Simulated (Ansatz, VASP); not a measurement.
## Te: VASP beside Ansatz

```xyz
1
Lattice="0.0000 2.3682 2.3682 2.3682 0.0000 2.3682 2.3682 2.3682 0.0000" Properties=species:S:1:pos:R:3 pbc="T T T"
Te    0.0000    0.0000    0.0000
```

Change from the starting cell: volume scaled by 0.9405.

Alike in both runs: task single point; functional PBE; k mesh 14 × 14 × 14; occupations fermi-dirac, width 0.05 eV; no spin polarisation.

```csv
,VASP,Ansatz
version,VASP 6.6.1,Ansatz 0.2.0
potentials or method,"VASP PAW PBE potentials, release 64 (Te), cutoff 520 eV","all-electron LAPW, scalar-relativistic"
```

|  | VASP | Ansatz | Ansatz less VASP |
| --- | --- | --- | --- |
| pressure (GPa) | 3.6 | 3.7 | +0.13 |

Ansatz ran all-electron here, and VASP with PAW potentials.

Spin-orbit coupling is off throughout.
